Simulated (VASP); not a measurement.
# Na (Im-3m) in VASP: notebook

Na is run at these levels: PBE; tasks: single point.

Program: VASP 6.6.1. These are calculated values, not measurements. Logs are shortened: lines on timing, memory, paths and dates and some standing lists are left out, and cuts for length are marked.

### Step 1. The cell of the first run

It takes space group Im-3m (No. 229, cubic). The conventional cell has a = 4.282 Å, b = 4.282 Å, c = 4.282 Å, α = 90.00°, β = 90.00°, γ = 90.00°. Na (site symmetry m-3m) has 14 Na at 3.71 to 4.28 Å within 4.9 Å.

### Step 2. Single point, PBE

The input, INCAR:

```
PREC = Accurate
ENCUT = 520
EDIFF = 1E-7
ISMEAR = 0
SIGMA = 0.1
LREAL = False
LASPH = True
NELM = 100
ALGO = Normal
ISIF = 2
LWAVE = False
LCHARG = False
GGA = PE
NBANDS = 10
```

The input, KPOINTS:

```
regular mesh
0
Gamma
  6 6 6
```

The input, POSCAR:

```
Na
1.0
   -2.1410000000      2.1410000000      2.1410000000
    2.1410000000     -2.1410000000      2.1410000000
    2.1410000000      2.1410000000     -2.1410000000
Na
1
Direct
    0.0000000000      0.0000000000      0.0000000000
```

Potentials or basis: VASP PAW PBE potentials, release 64 (Na_pv).

Run with:

```console
cat potpaw_PBE.64/Na_pv/POTCAR > POTCAR
mpirun -np 1 vasp_std > vasp.out
```

OUTCAR:

```text
PREC = Accurate
   ENCUT = 520
   EDIFF = 1E-7
   ISMEAR = 0
   LREAL = False
   LASPH = True
   NELM = 100
   ISIF = 2
   GGA = PE

 ion  position               nearest neighbor table
   1  0.000  0.000  0.000-

  LATTYP: Found a body centered cubic cell.
 ALAT       =     4.2820000000

  Lattice vectors:

 A1 = (  -2.1410000000,   2.1410000000,   2.1410000000)
 A2 = (   2.1410000000,  -2.1410000000,   2.1410000000)
 A3 = (   2.1410000000,   2.1410000000,  -2.1410000000)

Analysis of symmetry for initial positions (statically):
=====================================================================
 Subroutine PRICEL returns:
 Original cell was already a primitive cell.

 Routine SETGRP: Setting up the symmetry group for a
 body centered cubic supercell.

 Subroutine GETGRP returns: Found 48 space group operations
 (whereof 48 operations were pure point group operations)
 out of a pool of 48 trial point group operations.

The static configuration has the point symmetry O_h .

Analysis of symmetry for dynamics (positions and initial velocities):
=====================================================================
 Subroutine PRICEL returns:
 Original cell was already a primitive cell.

 Routine SETGRP: Setting up the symmetry group for a
 body centered cubic supercell.

 Subroutine GETGRP returns: Found 48 space group operations
 (whereof 48 operations were pure point group operations)
 out of a pool of 48 trial point group operations.

The dynamic configuration has the point symmetry O_h .

 Subroutine INISYM returns: Found 48 space group operations
 (whereof 48 operations are pure point group operations),
 and found     1 'primitive' translations

----------------------------------------------------------------------------------------

                                     Primitive cell

  volume of cell :      39.2564

  direct lattice vectors                    reciprocal lattice vectors
    -2.141000000  2.141000000  2.141000000     0.000000000  0.233535731  0.233535731
     2.141000000 -2.141000000  2.141000000     0.233535731  0.000000000  0.233535731
     2.141000000  2.141000000 -2.141000000     0.233535731  0.233535731  0.000000000

  length of vectors
     3.708320779  3.708320779  3.708320779     0.330269398  0.330269398  0.330269398

  position of ions in fractional coordinates (direct lattice)
     0.000000000  0.000000000  0.000000000

  ion indices of the primitive-cell ions
   primitive index   ion index
                 1           1

----------------------------------------------------------------------------------------

 KPOINTS: regular mesh

Automatic generation of k-mesh.
 Grid dimensions read from file:
 generate k-points for:    6    6    6

 Generating k-lattice:

  Cartesian coordinates                     Fractional coordinates (reciprocal lattice)
     0.000000000  0.038922622  0.038922622     0.166666667  0.000000000  0.000000000
     0.038922622  0.000000000  0.038922622     0.000000000  0.166666667  0.000000000
     0.038922622  0.038922622  0.000000000     0.000000000  0.000000000  0.166666667

  Length of vectors
     0.055044900  0.055044900  0.055044900

  Shift w.r.t. Gamma in fractional coordinates (k-lattice)
     0.000000000  0.000000000  0.000000000

 Subroutine IBZKPT returns following result:
 ===========================================

 Found     16 irreducible k-points:

 Following reciprocal coordinates:
            Coordinates               Weight
  0.000000  0.000000  0.000000      1.000000
  0.166667  0.000000  0.000000     12.000000
  0.333333  0.000000  0.000000     12.000000
  0.500000  0.000000  0.000000      6.000000
  0.166667  0.166667  0.000000     24.000000
  0.333333  0.166667  0.000000     48.000000
[... 8 lines left out ...]
  0.500000  0.500000  0.333333     12.000000
  0.500000  0.500000  0.500000      1.000000
   k-points           NKPTS =     16   k-points in BZ     NKDIM =     16   number of bands    NBANDS=     10
   number of dos      NEDOS =    301   number of ions     NIONS =      1
   total plane-waves  NPLWV =  21952
   dimension x,y,z NGX =    28 NGY =   28 NGZ =   28
   dimension x,y,z NGXF=    56 NGYF=   56 NGZF=   56
   ions per type =               1
   NGX,Y,Z   is equivalent  to a cutoff of  12.55, 12.55, 12.55 a.u.
   NGXF,Y,Z  is equivalent  to a cutoff of  25.11, 25.11, 25.11 a.u.
 SYSTEM =  unknown system
   PREC   = accura    normal or accurate (medium, high low for compatibility)
   ISTART =      0    job   : 0-new  1-cont  2-samecut
   ICHARG =      2    charge: 1-file 2-atom 10-const
   ISPIN  =      1    spin polarized calculation?
   LNONCOLLINEAR =      F non collinear calculations
   LSORBIT =      F    spin-orbit coupling
   LASPH  =      T    aspherical Exc in radial PAW
   ENCUT  =  520.0 eV  38.22 Ry    6.18 a.u.   6.90  6.90  6.90*2*pi/ulx,y,z
   NELM   =    100;   NELMIN=  2; NELMDL= -5     # of ELM steps
   EDIFF  = 0.1E-06   stopping-criterion for ELM
   LREAL  =      F    real-space projection
   EDIFFG = 0.1E-05   stopping-criterion for IOM
   NSW    =      0    number of steps for IOM
   IBRION =     -1    ionic relax: 0-MD 1-quasi-New 2-CG
   NFREE  =      0    steps in history (QN), initial steepest desc. (CG)
   ISIF   =      2    stress and relaxation
   ISYM   =      2    0-nonsym 1-usesym 2-fastsym
   POTIM  = 0.5000    time-step for ionic-motion
   TEBEG  =    0.0;   TEEND  =   0.0 temperature during run
   PSTRESS=    0.0 pullay stress
   NELECT =       7.0000    total number of electrons
   NUPDOWN=      -1.0000    fix difference up-down
   EMIN   =  10.00;   EMAX   =-10.00  energy-range for DOS
   EFERMI =   0.00;   METHOD = LEGACY
   ISMEAR =     0;   SIGMA  =   0.10  broadening in eV -4-tet -1-fermi 0-gaus
   EFERMI_NEDOS =   21; number of points for ismear=-14 and -15
   IALGO  =     38    algorithm
   IMIX   =      4    mixing-type and parameters
     AMIX     =   0.40;   BMIX     =  1.00
     AMIX_MAG =   1.60;   BMIX_MAG =  1.00
  volume/ion in A,a.u.               =      39.26       264.91
  Fermi-wavevector in a.u.,A,eV,Ry     =   0.921448  1.741284 11.552251  0.849066
  Thomas-Fermi vector in A             =   2.046866
   LORBIT       =      0    0 simple, 1 ext, 2 COOP (PROOUT), +10 PAW based schemes
   GGA     = PE    functional components
   LHFCALC =     F    Hartree Fock is set to
   AEXX    =    0.0000 exact exchange contribution
   IVDW    =     0    specifies the selected vdW correction
   LEPSILON=     F    determine dielectric tensor
   LRPA    =     F    only Hartree local field effects (RPA)
 non-spin polarized calculation
 Gauss-broadening in eV      SIGMA  =   0.10
  energy-cutoff  :      520.00
  volume of cell :       39.26
 maximum number of plane-waves:      1075
   NGX = 13   NGY = 13   NGZ = 13

 number of electron       7.0000011 magnetization

 Free energy of the ion-electron system (eV)
  ---------------------------------------------------
  ext. energy  EPLUGINS =         0.00000000
  ---------------------------------------------------
  free energy    TOTEN  =        -1.27892782 eV

  energy without entropy =       -1.26654445  energy(sigma->0) =       -1.27273613

 E-fermi :   0.1963     XC(G=0):  -6.3554

 val. band max:       -0.2365297178   @ k =   0.1667   0.1667   0.1667
 cond. band min:       0.2074202017   @ k =   0.3333   0.1667   0.0000
 fundamental gap:      0.4439499194
 Fermi energy:         0.1962966565

 k-point     1 :       0.0000    0.0000    0.0000
  band No.  band energies     occupation
      1     -24.7792      2.00000
      2     -24.7792      2.00000
      3     -24.7792      2.00000
      4      -2.9904      2.00000
      5      11.5348      0.00000
      6      11.5348      0.00000
      7      11.5348      0.00000
      8      12.5035      0.00000
      9      12.5035      0.00000
     10      13.0360      0.00000

 k-point     2 :       0.1667    0.0000    0.0000
  band No.  band energies     occupation
      1     -24.7865      2.00000
      2     -24.7817      2.00000
      3     -24.7792      2.00000
      4      -2.5216      2.00000
      5       7.9604      0.00000
      6       9.9075      0.00000
      7      10.3409      0.00000
      8      10.7260      0.00000
      9      11.5232      0.00000
     10      13.4316      0.00000

 k-point     3 :       0.3333    0.0000    0.0000
  band No.  band energies     occupation
      1     -24.8009      2.00000
      2     -24.7866      2.00000
      3     -24.7791      2.00000
      4      -1.1387      2.00000
      5       4.1775      0.00000
      6       8.5882      0.00000
      7       9.2952      0.00000
      8       9.5073      0.00000
      9      10.5231      0.00000
     10      14.5829      0.00000

 k-point     4 :       0.5000    0.0000    0.0000
  band No.  band energies     occupation
      1     -24.8081      2.00000
      2     -24.7891      2.00000
      3     -24.7791      2.00000
      4       0.9132      0.00000
      5       1.3247      0.00000
      6       8.1419      0.00000
      7       8.9413      0.00000
      8       9.1023      0.00000
      9      10.1070      0.00000
     10      15.8033      0.00000

 k-point     5 :       0.1667    0.1667    0.0000
  band No.  band energies     occupation
      1     -24.7963      2.00000
      2     -24.7847      2.00000
      3     -24.7809      2.00000
      4      -1.5959      2.00000
      5       6.0064      0.00000
      6       6.6407      0.00000
      7       9.0719      0.00000
      8      11.1766      0.00000
      9      11.9950      0.00000
     10      14.1605      0.00000

 k-point     6 :       0.3333    0.1667    0.0000
  band No.  band energies     occupation
      1     -24.8044      2.00000
      2     -24.7905      2.00000
      3     -24.7814      2.00000
      4       0.2074      0.87500
      5       2.8751      0.00000
      6       5.5312      0.00000
      7       8.2553      0.00000
      8      10.7076      0.00000
      9      12.9766      0.00000
     10      13.7278      0.00000

 k-point     7 :       0.3333    0.3333    0.0000
  band No.  band energies     occupation
      1     -24.7991      2.00000
      2     -24.7991      2.00000
      3     -24.7829      2.00000
      4       2.1758      0.00000
      5       2.1758      0.00000
      6       3.0438      0.00000
      7       7.8284      0.00000
      8      12.4840      0.00000
      9      12.4840      0.00000
     10      13.6958      0.00000

 k-point     8 :       0.1667    0.1667    0.1667
  band No.  band energies     occupation
      1     -24.8020      2.00000
      2     -24.7856      2.00000
      3     -24.7856      2.00000
      4      -0.2365      2.00000
      5       4.7206      0.00000
      6       4.7206      0.00000
      7       5.9965      0.00000
      8      14.6716      0.00000
      9      14.6716      0.00000
     10      15.2248      0.00000

 k-point     9 :       0.3333    0.1667    0.1667
  band No.  band energies     occupation
      1     -24.8006      2.00000
      2     -24.7922      2.00000
      3     -24.7861      2.00000
      4       1.7533      0.00000
      5       2.1867      0.00000
      6       4.2933      0.00000
      7       5.2983      0.00000
      8      14.6883      0.00000
      9      14.9153      0.00000
     10      16.5206      0.00000

 k-point    10 :      -0.1667    0.1667    0.1667
  band No.  band energies     occupation
      1     -24.7877      2.00000
      2     -24.7842      2.00000
      3     -24.7842      2.00000
      4      -2.0568      2.00000
      5       8.0939      0.00000
      6       8.0939      0.00000
      7       8.2267      0.00000
      8       9.8906      0.00000
      9      12.4347      0.00000
     10      13.9102      0.00000

 k-point    11 :      -0.3333    0.3333    0.1667
  band No.  band energies     occupation
      1     -24.7997      2.00000
      2     -24.7894      2.00000
      3     -24.7848      2.00000
      4      -0.6852      2.00000
      5       4.5814      0.00000
      6       6.8759      0.00000
      7       7.6678      0.00000
      8      10.0868      0.00000
      9      11.8370      0.00000
     10      13.0509      0.00000

 k-point    12 :       0.5000    0.5000    0.1667
  band No.  band energies     occupation
      1     -24.8062      2.00000
      2     -24.7919      2.00000
      3     -24.7845      2.00000
      4       1.3336      0.00000
      5       1.7810      0.00000
      6       6.4690      0.00000
      7       7.2726      0.00000
      8      11.4613      0.00000
      9      11.6286      0.00000
     10      12.0233      0.00000

 k-point    13 :      -0.3333    0.5000    0.1667
  band No.  band energies     occupation
      1     -24.8026      2.00000
      2     -24.7962      2.00000
      3     -24.7868      2.00000
      4       1.0848      0.00000
      5       3.4489      0.00000
      6       4.1484      0.00000
      7       8.6053      0.00000
      8       9.4653      0.00000
      9      11.3875      0.00000
     10      12.1072      0.00000

 k-point    14 :      -0.3333    0.3333    0.3333
  band No.  band energies     occupation
      1     -24.7982      2.00000
      2     -24.7948      2.00000
      3     -24.7948      2.00000
      4       0.6535      0.00000
      5       5.5043      0.00000
      6       5.6732      0.00000
      7       5.6732      0.00000
      8       7.2441      0.00000
      9      11.3959      0.00000
     10      15.1221      0.00000

 k-point    15 :       0.5000    0.5000    0.3333
  band No.  band energies     occupation
      1     -24.8023      2.00000
      2     -24.7975      2.00000
      3     -24.7951      2.00000
      4       2.6002      0.00000
      5       3.0708      0.00000
      6       5.2728      0.00000
      7       5.8085      0.00000
      8       7.7475      0.00000
      9       9.1979      0.00000
     10      15.1718      0.00000

 k-point    16 :       0.5000    0.5000    0.5000
  band No.  band energies     occupation
      1     -24.8003      2.00000
      2     -24.8003      2.00000
      3     -24.8003      2.00000
      4       4.5960      0.00000
      5       4.5960      0.00000
      6       4.8744      0.00000
      7       4.8744      0.00000
      8       4.8744      0.00000
      9       7.3941      0.00000
     10      18.9653      0.00000

------------------------ aborting loop because EDIFF is reached ----------------------------------------

  FORCE on cell =-STRESS in cart. coord.  units (eV):
  Direction    XX          YY          ZZ          XY          YZ          ZX
  --------------------------------------------------------------------------------------
  -------------------------------------------------------------------------------------
  Total       -0.0819243     -0.0819243     -0.0819243     -0.0000000     -0.0000000     -0.0000000
  in kB       -3.3435909     -3.3435909     -3.3435909     -0.0000000     -0.0000000     -0.0000000
  external PRESSURE =      -3.3435909 kB  Pullay stress =       0.0000000 kB

 VOLUME and BASIS-vectors are now :
 -----------------------------------------------------------------------------
  energy-cutoff  :      520.00
  volume of cell :       39.26
      direct lattice vectors                 reciprocal lattice vectors
    -2.141000000  2.141000000  2.141000000     0.000000000  0.233535731  0.233535731
     2.141000000 -2.141000000  2.141000000     0.233535731  0.000000000  0.233535731
     2.141000000  2.141000000 -2.141000000     0.233535731  0.233535731  0.000000000

 POSITION                                       TOTAL-FORCE (eV/Angst)
 -----------------------------------------------------------------------------------
      0.00000      0.00000      0.00000        -0.000000      0.000000      0.000000
 -----------------------------------------------------------------------------------
    total drift:                                0.000000     -0.000000      0.000000

  FREE ENERGIE OF THE ION-ELECTRON SYSTEM (eV)
  ---------------------------------------------------
  free  energy   TOTEN  =        -1.2789278174 eV

  energy  without entropy=       -1.2665444464  energy(sigma->0) =       -1.27273613
```

It took 4.9 s on 1 thread of AMD EPYC 7R43 (Zen 3), shared host; peak memory 0.11 GiB.

Results:

```yaml
Free_energy: -1.2789 eV
Pressure: -0.3 GPa
```

Levels at points of the mesh, in eV from the Fermi level:
```tsv
k point	band 1	band 2	band 3	band 4	band 5	band 6	band 7	band 8
(0.00, 0.00, 0.00)	-24.98	-24.98	-24.98	-3.19	11.34	11.34	11.34	12.31
(0.50, 0.00, 0.00)	-25.00	-24.99	-24.98	0.72	1.13	7.95	8.75	8.91
(0.50, 0.50, 0.50)	-25.00	-25.00	-25.00	4.40	4.40	4.68	4.68	4.68
```

### Step 3. Single point, PBE

This run uses another cell than the first one, of 36.78 Å³/atom, 0.937 times its volume.

The input, INCAR:

```
PREC = Accurate
ENCUT = 520
EDIFF = 1E-6
ISMEAR = 0
SIGMA = 0.1
LREAL = F
LASPH = T
NELM = 80
ALGO = Normal
ISIF = 2
LWAVE = F
LCHARG = F
GGA = PE
NBANDS = 10
```

The input, KPOINTS:

```
regular mesh
0
Gamma
  14 14 14
```

The input, POSCAR:

```
Na
1.0
   -2.0949125729      2.0949125729      2.0949125729
    2.0949125729     -2.0949125729      2.0949125729
    2.0949125729      2.0949125729     -2.0949125729
Na
1
Direct
    0.0000000000      0.0000000000      0.0000000000
```

Potentials or basis: VASP PAW PBE potentials, release 64 (Na_pv).

Run with:

```console
cat potpaw_PBE.64/Na_pv/POTCAR > POTCAR
mpirun -np 1 vasp_std > vasp.out
```

Wall time 22 s (1 thread of AMD EPYC 7R43 (Zen 3), shared host); peak memory 0.13 GiB.

Results (log left out):

```yaml
Free_energy: -1.3121 eV
Pressure: 0.0 GPa
```

Levels at points of the mesh, in eV from the Fermi level:
```csv
k point,band 1,band 2,band 3,band 4,band 5,band 6,band 7,band 8
"(0.00, 0.00, 0.00)",-24.87,-24.87,-24.87,-3.27,11.81,11.81,11.81,12.81
"(0.50, 0.00, 0.00)",-24.91,-24.88,-24.87,0.78,1.25,8.26,9.24,9.33
"(0.50, 0.50, 0.50)",-24.90,-24.90,-24.90,4.56,4.56,4.95,4.95,4.95
```
